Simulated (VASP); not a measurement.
Runs of VASP 6.6.1 on Rh. The structure is that of space group P6_3/mmc (No. 194), or close to it. The cells are those of the table. This isn't the form of Rh at room conditions, which is fcc.

```csv
cell,gap on the mesh (eV),pressure (GPa)
"a = 2.749, b = 2.749, c = 4.458 Å, angles 90.0, 90.0, 120.0°, 2 atoms",none,-12.6
"a = 2.675, b = 2.675, c = 4.338 Å, angles 90.0, 90.0, 120.0°, 2 atoms",none,8.8
"a = 2.731, b = 2.731, c = 4.428 Å, angles 90.0, 90.0, 120.0°, 2 atoms",none,(a)
"a = 2.767, b = 2.767, c = 4.487 Å, angles 90.0, 90.0, 120.0°, 2 atoms",none,-16.4
"a = 2.713, b = 2.713, c = 4.399 Å, angles 90.0, 90.0, 120.0°, 2 atoms",none,(b)
```

Alike in all rows: task single point; level r2SCAN; potentials or basis VASP PAW PBE potentials, release 64 (Rh_pv); no spin polarisation; k mesh 12 × 12 × 7; cutoff (eV) 520; smearing fermi-dirac 0.1 eV.

Question: Fill in the values left out.

Answer: (a) -8.3; (b) -3.3.

Caveats: the PAW data sets were made with another functional, which shifts forces and pressure a little; the cell stands under tension (at least some runs); the cell stands under pressure (at least some runs).

A k mesh can miss the band edges, and the runs leave out spin-orbit coupling on Rh.

A gap of «none» marks levels without a gap at the run's occupations.
